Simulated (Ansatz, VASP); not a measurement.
# AlN in VASP and in Ansatz

File POSCAR:

```
AlN
1.0
    3.1120000000      0.0000000000      0.0000000000
   -1.5560000000      2.6950710566      0.0000000000
    0.0000000000      0.0000000000      4.9820000000
Al N
2 2
Direct
    0.3333333333      0.6666666667      0.0000000000
    0.6666666667      0.3333333333      0.5000000000
    0.3333333333      0.6666666667      0.5000000000
    0.6666666667      0.3333333333      1.0000000000
```

INCAR.step1

```
PREC     = Accurate       # precision mode
ENCUT    = 600            # plane-wave cutoff, eV
ISMEAR   = 0              # smearing method
SIGMA    = 0.02           # smearing width, eV
LREAL    = F              # projectors in reciprocal space
LASPH    = T              # aspherical terms in the spheres
NELM     = 80             # most SCF steps
GGA      = PE             # functional
ALGO     = Normal         # electronic algorithm
EDIFF    = 1E-4           # SCF threshold, eV
LWAVE    = T              # write WAVECAR
LCHARG   = F              # write CHGCAR
```

INCAR.step2

```
PREC     = Accurate       # precision mode
ENCUT    = 600            # plane-wave cutoff, eV
EDIFF    = 1E-6           # SCF threshold, eV
ISMEAR   = 0              # smearing method
SIGMA    = 0.02           # smearing width, eV
LREAL    = F              # projectors in reciprocal space
LASPH    = T              # aspherical terms in the spheres
NELM     = 80             # most SCF steps
ALGO     = Normal         # electronic algorithm
ISIF     = 3              # what is computed and relaxed
LWAVE    = F              # write WAVECAR
LCHARG   = F              # write CHGCAR
METAGGA  = R2SCAN         # meta-GGA
LMIXTAU  = T            
IBRION   = 2              # ionic algorithm
NSW      = 100            # ionic steps
EDIFFG   = -0.002         # ionic threshold
ISTART   = 1
```

File KPOINTS:

```
regular mesh
0
Gamma
  12 12 6
```

Input for Ansatz:

```yaml
crystal:
  lattice:
    - [3.112, 0.0, 0.0]
    - [-1.556, 2.6950710566, 0.0]
    - [0.0, 0.0, 4.982]
  atoms:
    - { symbol: Al, position: [0.3333333333, 0.6666666667, 0.0] }
    - { symbol: Al, position: [0.6666666667, 0.3333333333, 0.5] }
    - { symbol: "N", position: [0.3333333333, 0.6666666667, 0.5] }
    - { symbol: "N", position: [0.6666666667, 0.3333333333, 1.0] }
basis:
  ecutwfc: 600.0
kpoints:
  mp_grid: { grid: [12, 12, 6] }
hamiltonian:
  xc: r2scan
  pseudopotentials: { kind: paw, azcp: { folder: soft_1 } }
scf:
  occupations: { method: gaussian, width: 0.02 }
output:
  forces: true
  stress: true
  eigenvalues: true
  write_density: true
  write_potential: true
  elf: true
  volumetric_format: npy
relax:
  adjacent_minimum: "off"
  f_tol: 0.002
  max_steps: 80
  cell: { stress_tol: 0.02 }
```

Alike in both runs: task relaxation of cell and atoms; functional r2SCAN; k mesh 12 × 12 × 6; occupations gaussian, width 0.02 eV; no spin polarisation.

```csv
,VASP,Ansatz
version,VASP 6.6.1,Ansatz 0.2.0
potentials or method,"VASP PAW PBE potentials, release 64 (Al, N), cutoff 600 eV","scalar-relativistic, plane waves, PAW"
valence electrons in the cell,16,16
```

|  | VASP | Ansatz | Ansatz less VASP |
| --- | --- | --- | --- |
| gap on the k mesh at the Fermi level, each at its own relaxed structure (eV) | 4.08 | 4.03 | -0.053 |
| relaxed volume (Å³/atom) | 9.69 | 9.70 | +0.015 |
| relaxed cell length with the largest relative difference (Å) | 4.129 | 4.134 | +0.0051 |

VASP's potentials were made for PBE, not for r2SCAN.
